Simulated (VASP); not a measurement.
# AlFe (Pm-3m) in VASP: settings compared, part 2 of 2

VASP 6.6.1. The steps go on from the part before.

**4. Single point, HSE06, collinear spin, ferromagnetic start**

This run uses another cell than the first one, of 11.47 Å³/atom.

Input file POSCAR:

```
AlFe
1.0
    2.8412458560      0.0000000000      0.0000000000
    0.0000000000      2.8412458560      0.0000000000
    0.0000000000      0.0000000000      2.8412458560
Fe Al
1 1
Direct
    0.5000000000      0.5000000000      0.5000000000
    0.0000000000      0.0000000000      0.0000000000
```

Input file INCAR.step1:

```
PREC = Accurate
ENCUT = 520
EDIFF = 1E-5
ISMEAR = -1
SIGMA = 0.05
LREAL = False
LASPH = True
NELM = 150
ALGO = Normal
ISIF = 2
LWAVE = True
ISPIN = 2
MAGMOM = 3 0
LORBIT = 11
LMAXMIX = 4
NBANDS = 16
GGA = PE
```

Input file INCAR.step2:

```
PREC = Accurate
ENCUT = 520
EDIFF = 1E-7
ISMEAR = -1
SIGMA = 0.05
LREAL = False
LASPH = True
NELM = 150
ALGO = Normal
ISIF = 2
LWAVE = False
LCHARG = True
ISPIN = 2
MAGMOM = 3 0
LORBIT = 11
LMAXMIX = 4
GGA = PE
LHFCALC = True
HFSCREEN = 0.2079
PRECFOCK = Normal
LELF = True
LVHAR = True
NBANDS = 16
ISTART = 1
```

Input file KPOINTS:

```
regular mesh
0
Gamma
  5 5 5
```

Potentials or basis: VASP PAW PBE potentials, release 64 (Fe, Al).

The run is started by

```
> cat potpaw_PBE.64/Fe/POTCAR potpaw_PBE.64/Al/POTCAR > POTCAR
> cp INCAR.step1 INCAR
> mpirun -np 1 vasp_std > vasp.out
> cp INCAR.step2 INCAR
> mpirun -np 1 vasp_std > vasp.out
```

OUTCAR:

```text
PREC = Accurate
   ENCUT = 520
   EDIFF = 1E-7
   ISMEAR = -1
   LREAL = False
   LASPH = True
   NELM = 150
   ISIF = 2
   ISPIN = 2
   LORBIT = 11
   GGA = PE
   LHFCALC = True
   HFSCREEN = 0.2079
   PRECFOCK = Normal
   ISTART = 1

 ion  position               nearest neighbor table
   1  0.500  0.500  0.500-   2 2.46   2 2.46   2 2.46   2 2.46   2 2.46   2 2.46   2 2.46   2 2.46

   2  0.000  0.000  0.000-   1 2.46   1 2.46   1 2.46   1 2.46   1 2.46   1 2.46   1 2.46   1 2.46

  LATTYP: Found a simple cubic cell.
 ALAT       =     2.8412458560

  Lattice vectors:

 A1 = (   2.8412458560,   0.0000000000,   0.0000000000)
 A2 = (   0.0000000000,   2.8412458560,   0.0000000000)
 A3 = (   0.0000000000,   0.0000000000,   2.8412458560)

Analysis of symmetry for initial positions (statically):
=====================================================================
 Subroutine PRICEL returns:
[... 386 lines left out ...]
      5       8.7285      0.00063
      6       8.7285      0.00063
[... 167 lines left out ...]
      3       4.3872      1.00000
      4       9.3146      0.00000
      5       9.5390      0.00000
      6       9.5390      0.00000
[... 8 lines left out ...]
     15      35.6884      0.00000
     16      39.9517      0.00000

------------------------ aborting loop because EDIFF is reached ----------------------------------------

  FORCE on cell =-STRESS in cart. coord.  units (eV):
  Direction    XX          YY          ZZ          XY          YZ          ZX
  --------------------------------------------------------------------------------------
  -------------------------------------------------------------------------------------
  Total        0.0448721      0.0448721      0.0448721     -0.0000000      0.0000000      0.0000000
  in kB        3.1344465      3.1344465      3.1344465     -0.0000000      0.0000000      0.0000000
  external PRESSURE =       3.1344465 kB  Pullay stress =       0.0000000 kB

 VOLUME and BASIS-vectors are now :
 -----------------------------------------------------------------------------
  energy-cutoff  :      520.00
  volume of cell :       22.94
      direct lattice vectors                 reciprocal lattice vectors
     2.841245856  0.000000000  0.000000000     0.351958278  0.000000000  0.000000000
     0.000000000  2.841245856  0.000000000     0.000000000  0.351958278  0.000000000
     0.000000000  0.000000000  2.841245856     0.000000000  0.000000000  0.351958278

 POSITION                                       TOTAL-FORCE (eV/Angst)
 -----------------------------------------------------------------------------------
      1.42062      1.42062      1.42062         0.000000      0.000000      0.000000
      0.00000      0.00000      0.00000         0.000000      0.000000      0.000000
 -----------------------------------------------------------------------------------
    total drift:                               -0.000031      0.000009     -0.000034

  FREE ENERGIE OF THE ION-ELECTRON SYSTEM (eV)
  ---------------------------------------------------
  free  energy   TOTEN  =       -15.0910727226 eV

  energy  without entropy=      -15.0836073649  energy(sigma->0) =      -15.08734004

 total charge

# of ion       s       p       d       tot
------------------------------------------
    1        0.442   0.533   6.590   7.565
    2        0.463   0.464   0.000   0.927
--------------------------------------------------
tot          0.905   0.997   6.590   8.492

 magnetization (x)

# of ion       s       p       d       tot
------------------------------------------
    1       -0.013   0.006   1.045   1.038
    2       -0.020  -0.051   0.000  -0.071
--------------------------------------------------
tot         -0.033  -0.045   1.045   0.967
```

OUTCAR.step1:

```text
PREC = Accurate
   ENCUT = 520
   EDIFF = 1E-5
   ISMEAR = -1
   LREAL = False
   LASPH = True
   NELM = 150
   ISIF = 2
[... 612 lines left out ...]

  energy  without entropy=      -12.5922002376  energy(sigma->0) =      -12.60278774

 total charge

# of ion       s       p       d       tot
------------------------------------------
    1        0.442   0.529   6.520   7.491
    2        0.405   0.455   0.000   0.860
--------------------------------------------------
tot          0.847   0.985   6.520   8.352

 magnetization (x)

# of ion       s       p       d       tot
------------------------------------------
    1        0.001   0.014   0.900   0.915
    2       -0.010  -0.021   0.000  -0.031
--------------------------------------------------
tot         -0.009  -0.007   0.900   0.884
```

Wall time 7.9 min (1 thread of Intel Xeon Platinum 8488C (Sapphire Rapids), shared host); peak memory 0.26 GiB.

What came out:

- Free energy: -15.0911 eV
- Pressure: 0.3 GPa
- Net moment: 0.87 μB per cell
- Site moments: Fe +1.04; Al -0.07 μB
- Valence electrons inside the program's atomic spheres: Fe 7.57; Al 0.93

Caveat: the k points lie up to 0.44 Å⁻¹ apart; the PAW data sets were made with another functional, which shifts forces and pressure a little.

**5. Overview**

```csv
level,cell,cutoff (eV),screening parameter,gap on the mesh (eV),pressure (GPa),moment (μB)
r2SCAN0,"a = 2.910 Å, 2 atoms",580,-,none,-13.9,1.00
PBEsol-based screened hybrid with 25 % exact exchange,"a = 2.821 Å, 2 atoms",520,0.207 1/Å,none,0.5,0.87
HSE06,"a = 2.841 Å, 2 atoms",520,0.2079 1/Å,none,0.3,0.87
```

Alike in all rows: task single point; potentials or basis VASP PAW PBE potentials, release 64 (Fe, Al); spin collinear, ferromagnetic start; k mesh 5 × 5 × 5; smearing fermi-dirac 0.05 eV.

Caveats: all runs use coarse meshes; the PAW data sets were made with another functional, which shifts forces and pressure a little.

Absolute energies hang on the potentials; compare differences alone.
